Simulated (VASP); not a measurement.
# K8Ag3Rh4F24 (a cell with a defect) in VASP: further runs, part 2 of 2

VASP 6.6.1.

### 3 Single point, LDA

The input, INCAR:

```
SYSTEM = K8Ag3Rh4F24
PREC = Accurate ; ENCUT = 520
EDIFF = 1E-6 ; ISMEAR = -1
SIGMA = 0.05 ; LREAL = Auto
LASPH = .TRUE. ; NELM = 80
ALGO = Normal ; ISIF = 2
LWAVE = .FALSE. ; LCHARG = .FALSE.
NBANDS = 192
```

The input, KPOINTS:

```
regular mesh
0
G
  1 1 1
  0 0 0
```

The input, POSCAR:

```
K8Ag3Rh4F24
1.0
    8.9303960000      0.0000000000      0.0000000000
    0.0000000000      8.9303960000      0.0000000000
    0.0000000000      0.0000000000      8.9303960000
K Ag Rh F
8 3 4 24
Direct
    0.2567075413      0.3240057888      0.2713653459
    0.7348386343      0.7596975543      0.7612092454
    0.7494292526      0.7660242614      0.2720036155
    0.2743327396      0.2428783673      0.8012410648
    0.7669088806      0.3224829000      0.7800997850
    0.2916332042      0.7542666641      0.2371003481
    0.2349615851      0.7769756235      0.7513552591
    0.8053954158      0.2277950496      0.2659792466
    0.5329214964      0.4755780147      0.5057110569
   -0.0034264998      0.0116904110      0.4811208820
    0.4681763272      0.0171101035     -0.0105818376
   -0.0031689524      0.0085662495      0.0225409937
    0.5016574853      0.4963609676      0.0247021521
    0.4884329877      0.0047702252      0.4947932880
   -0.0118919699      0.5081073672      0.5014559265
    0.4929904564      0.5317121436      0.2430687284
    0.7825520839      0.4337993522      0.4825429914
    0.5016462876      0.4485803317      0.7908383906
    0.4868877035      0.2262385677      0.4718155835
    0.4803146467      0.7773451480      0.5014447288
    0.2004726330      0.5722366623      0.5144228767
   -0.0209509186     -0.0339066711      0.2368987893
    0.2659344558      0.0096636252      0.4675940462
    0.0090589488      0.0500873645      0.8164027665
   -0.0528755948      0.7350849839      0.4924977571
    0.0169645333      0.2964818133      0.5069652006
    0.7133838186      0.0267513333      0.5015231127
   -0.0540177614      0.5324623902      0.7239656562
    0.2823167080      0.4944573567      0.0124742509
    0.0247917338      0.4753540604      0.3020358784
    0.0425737000      0.2021746852      0.0966026591
   -0.0410508112      0.7993374538     -0.0298419017
    0.7143020310      0.5033707352     -0.0012429460
    0.4577624553      0.0221378761      0.7459243689
    0.7882181260      0.0688995202     -0.0002687451
    0.5031131878     -0.0175692097      0.2592942127
    0.4718939675      0.7066315984     -0.0187225740
    0.4948044857      0.2757548489      0.0797948938
    0.2127789182     -0.0553390913      0.0289236894
```

Potentials or basis: VASP PAW LDA potentials, release 64 (K_sv, Ag, Rh_pv, F).

The run is started by

```
$ cat potpaw_LDA.64/K_sv/POTCAR potpaw_LDA.64/Ag/POTCAR potpaw_LDA.64/Rh_pv/POTCAR potpaw_LDA.64/F/POTCAR > POTCAR
$ mpirun -np 1 vasp_gam > vasp.out
```

Run time: 9.9 min. Hardware: 1 thread of Oxide Virtual Turin-like, shared host; peak memory 0.51 GiB.

It converged, with:

| Item | Value |
| --- | --- |
| Free energy | -186.0891 eV |
| Pressure | -5.6 GPa |
| Largest force | 3.398 eV/Å |
| Band gap on the k mesh | zero (an odd number of electrons rules out a gap without spin polarisation) |

Forces on the atoms (eV/Å):
```
K    0.118 -0.257 -0.109
K    0.313 -0.114  0.170
K    0.017  0.041 -0.064
K   -0.185  0.348  0.011
K    0.163 -0.285  0.133
K   -0.096  0.047  0.178
K   -0.081 -0.209  0.046
K   -0.259  0.186 -0.109
Ag  -0.491  0.239  0.015
Ag   0.110 -0.051  0.356
Ag   0.300 -0.082  1.029
Rh   0.287 -1.586  0.482
Rh  -1.766 -1.328 -1.639
Rh  -0.324  0.102 -0.826
Rh  -0.029  1.802  2.881
F    0.199  0.173  0.107
F   -0.663  0.368 -0.013
F    0.111  0.201  0.753
F   -0.004  0.046  0.186
F    0.418  0.356  0.247
F   -0.276 -0.339  0.076
F   -0.341 -0.357  0.402
F   -0.088 -0.317  0.315
F    0.502  0.395 -1.411
F   -0.093 -0.410 -0.079
F    0.614 -1.277  0.324
F    0.094 -0.458  0.038
F    0.127  0.031 -1.084
F    0.360 -0.287  0.508
F    0.010  0.192 -2.074
F    0.294  0.879 -0.177
F   -0.322  0.578 -0.163
F    0.482  0.128  0.454
F    0.079 -0.133 -1.192
F   -0.255 -0.072  0.282
F    0.015 -0.008  0.878
F    0.504  0.767 -0.221
F    0.188  0.361 -0.559
F   -0.034  0.330 -0.152
```

Stress tensor (GPa, compression positive):
```
-5.30 -0.25  0.18
-0.25 -5.28 -0.61
 0.18 -0.61 -6.17
```

Levels at points of the mesh, in eV from the Fermi level:
| k point | band 164 | band 165 | band 166 | band 167 | band 168 | band 169 | band 170 | band 171 |
| --- | --- | --- | --- | --- | --- | --- | --- | --- |
| (0.00, 0.00, 0.00) | -0.16 | -0.12 | -0.10 | -0.08 | 0.54 | 0.90 | 1.35 | 1.76 |

Caveat: the k points lie up to 0.70 Å⁻¹ apart, too coarse for converged energies and pressures of a metal; an odd number of electrons without spin polarisation forces a metal; a magnetic or distorted state may lie lower.

### 4 Single point, LDA

The input, INCAR:

```
SYSTEM = K8Ag3Rh4F24
PREC = Accurate ; ENCUT = 520
EDIFF = 1E-6 ; ISMEAR = -1
SIGMA = 0.05 ; LREAL = Auto
LASPH = .True. ; NELM = 100
ALGO = Normal ; ISIF = 2
LWAVE = .False. ; LCHARG = .True.
GGA = CA ; LELF = .True.
LVHAR = .True. ; NBANDS = 192
```

The input, KPOINTS:

```
regular mesh
0
Gamma
  1 1 1
  0 0 0
```

The input, POSCAR:

```
K8Ag3Rh4F24
1.0
    8.9303960000      0.0000000000      0.0000000000
    0.0000000000      8.9303960000      0.0000000000
    0.0000000000      0.0000000000      8.9303960000
K Ag Rh F
8 3 4 24
Direct
    0.2368539984      0.3366368076      0.2431023216
    0.7348050411      0.7889347796      0.7408630032
    0.7508961529      0.7511872934      0.2838060037
    0.2409859540      0.2476038017      0.7972210863
    0.7731907969      0.3206016844      0.7761357951
    0.2962578591      0.7828768176      0.2473238589
    0.2493282493      0.7842317407      0.7626985410
    0.8276676645      0.2550838731      0.2847130183
    0.5093279178      0.4975479251      0.5124072885
    0.0042775259      0.0136052197      0.4853984079
    0.4960362340      0.0078831891     -0.0153968536
    0.0145794207      0.0121719126      0.0043671076
    0.4977830770      0.5111307494      0.0135268358
    0.5128999879      0.0034376975      0.5017694624
   -0.0196407864      0.5167967915      0.4918258944
    0.5122729160      0.5224292405      0.2346928400
    0.7628105181      0.5012767631      0.4542575716
    0.5068756190      0.4838195305      0.8038501316
    0.4912436134      0.2258466478      0.4668773927
    0.5209959334      0.7862361311      0.5471537880
    0.1943586824      0.5340748607      0.5134598734
    0.0168973470     -0.0521477435      0.2090500802
    0.2859559643     -0.0196407864      0.4860366774
    0.0110521415      0.0623936497      0.7945336355
   -0.0215779905      0.7355888809      0.4838755191
    0.0301778331      0.3018903081      0.4778287547
    0.7521950874      0.0366501105      0.5039866093
   -0.0542753087      0.5411294191      0.7055118272
    0.2818128110      0.5248927371      0.0390576185
    0.0154528422      0.5155650433      0.2824062897
    0.0925266920      0.2134843740      0.0397070858
   -0.0657417655      0.8196836960     -0.0556638250
    0.7132046552      0.5233362552      0.0116120271
    0.4918034990      0.0209397209      0.7274705399
    0.8024168245      0.0688883225      0.0388784551
    0.5106380501     -0.0334363672      0.2949141337
    0.4854879896      0.7522958668      0.0089917625
    0.5121049503      0.2859895575      0.0143330710
    0.2435054392     -0.0682052621     -0.0060579620
```

The run is started by

```
$ cat potpaw_LDA.64/K_sv/POTCAR potpaw_LDA.64/Ag/POTCAR potpaw_LDA.64/Rh_pv/POTCAR potpaw_LDA.64/F/POTCAR > POTCAR
$ mpirun -np 1 vasp_gam > vasp.out
```

Wall time 6.2 min (1 thread of Oxide Virtual Turin-like, shared host); peak memory 0.5 GiB.

It converged, with:

```yaml
Free_energy: -186.1815 eV
Pressure: -5.2 GPa
Largest_force: 2.374 eV/Å
Band_gap_on_the_k_mesh: zero (an odd number of electrons rules out a gap without spin polarisation)
```

Forces on the atoms (eV/Å):
```
K    0.284  0.051  0.290
K    0.281 -0.145  0.253
K    0.088 -0.071 -0.370
K    0.207  0.142 -0.047
K   -0.077  0.002  0.358
K   -0.299 -0.168 -0.125
K   -0.029 -0.279 -0.221
K   -0.471  0.055 -0.465
Ag  -0.096 -0.083 -0.284
Ag   0.407 -0.266 -0.010
Ag   0.156  0.113  0.520
Rh   0.116 -1.284 -0.109
Rh   0.822  0.962  2.009
Rh  -0.736  1.019  1.673
Rh   1.354  0.954  0.078
F   -0.369  0.277  0.341
F   -0.441 -0.142  0.219
F   -0.262  0.093 -1.956
F    0.156 -0.166  0.127
F    0.165 -0.471 -0.296
F    0.690  0.093  0.314
F    0.001  0.124  1.181
F    0.360 -0.024  0.306
F    0.054  0.437 -0.989
F   -0.661  0.619  0.174
F   -0.501 -0.928  0.354
F   -0.820 -0.314 -0.020
F   -0.172 -0.391  0.059
F    0.041 -0.294 -0.438
F   -0.145 -0.221 -0.624
F   -0.067 -0.029  0.304
F    0.256  0.250  0.212
F   -0.102 -0.295 -0.299
F    0.127  0.251 -0.016
F    0.447  0.198 -0.390
F    0.472 -0.190 -1.716
F    0.264 -1.102 -0.221
F   -0.352  0.229 -0.084
F   -1.147  0.997 -0.094
```

Stress tensor (GPa, compression positive):
```
-6.56  0.15  0.46
 0.15 -6.17 -0.25
 0.46 -0.25 -2.92
```

Levels at points of the mesh, in eV from the Fermi level:
| k point | band 163 | band 164 | band 165 | band 166 | band 167 | band 168 | band 169 | band 170 | band 171 | band 172 |
| --- | --- | --- | --- | --- | --- | --- | --- | --- | --- | --- |
| (0.00, 0.00, 0.00) | -0.17 | -0.15 | -0.14 | -0.10 | -0.07 | 0.69 | 0.85 | 1.31 | 1.79 | 2.02 |

Caveat: the k points lie up to 0.70 Å⁻¹ apart, too coarse for converged energies and pressures of a metal; an odd number of electrons without spin polarisation forces a metal; a magnetic or distorted state may lie lower.

### 5 The runs side by side

```csv
cell,gap on the mesh (eV),pressure (GPa),largest force (eV/Å)
"as given, atomic positions A",none,-6.3,2.51
"as given, atomic positions B",none,-5.6,3.40
"as given, atomic positions C",none,-5.2,2.37
```

Alike in all rows: task single point; level LDA; potentials or basis VASP PAW LDA potentials, release 64 (K_sv, Ag, Rh_pv, F); no spin polarisation; k mesh 1 × 1 × 1; cutoff (eV) 520; smearing fermi-dirac 0.05 eV.

Caveats: all runs use coarse meshes; an odd number of electrons without spin polarisation forces a metal; a magnetic or distorted state may lie lower.

Total energies depend on the potentials used, so only differences within one code and one set of settings carry meaning.
